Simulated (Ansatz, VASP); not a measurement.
## KCl: VASP beside Ansatz

Contents of INCAR:

```
  ALGO = Normal
  EDIFF = 1E-6
  ENCUT = 520
  GGA = PE
  ISIF = 2
  ISMEAR = -1
  LASPH = T
  LCHARG = T
  LELF = T
  LREAL = F
  LVHAR = T
  LWAVE = F
  NBANDS = 15
  NELM = 100
  PREC = Accurate
  SIGMA = 0.01
```

Contents of KPOINTS:

```
k-points
0
Gamma
  7 7 7
```

File POSCAR:

```
KCl
1.0
    3.6034607410      0.0000000000      0.0000000000
    0.0000000000      3.6034607410      0.0000000000
    0.0000000000      0.0000000000      3.6034607410
K Cl
1 1
Direct
    0.0000000000      0.0000000000      0.0000000000
    0.5000000000      0.5000000000      0.5000000000
```

Input for Ansatz:

```yaml
crystal:
  lattice:
    - [3.603460741, 0.0, 0.0]
    - [0.0, 3.603460741, 0.0]
    - [0.0, 0.0, 3.603460741]
  atoms:
    - { symbol: K, position: [0.0, 0.0, 0.0] }
    - { symbol: Cl, position: [0.5, 0.5, 0.5] }
kpoints:
  mp_grid: { grid: [7, 7, 7] }
scf:
  occupations: { method: fermi_dirac, width: 0.01 }
hamiltonian:
  xc: pbe
  pseudopotentials: { kind: all_electron, lapw: { basis_error: 0.001 } }
output:
  forces: true
  stress: true
  eigenvalues: true
```

Change from the starting cell: volume scaled by 0.975.

Alike in both runs: task single point; functional PBE; k mesh 7 × 7 × 7; occupations fermi-dirac, width 0.01 eV; no spin polarisation.

```csv
,VASP,Ansatz
version,VASP 6.6.1,Ansatz 0.2.0
potentials or method,"VASP PAW PBE potentials, release 64 (K_sv, Cl), cutoff 520 eV","all-electron LAPW, scalar-relativistic"
```

Ansatz gave:

| Item | Value |
| --- | --- |
| gap on the k mesh at the Fermi level (eV) | 5.76 |
| pressure (GPa) | 5.5 |

Estimate VASP's values.

gap on the k mesh at the Fermi level (eV): 5.75; pressure (GPa): 5.6.

Ansatz ran all-electron here, and VASP with PAW potentials.
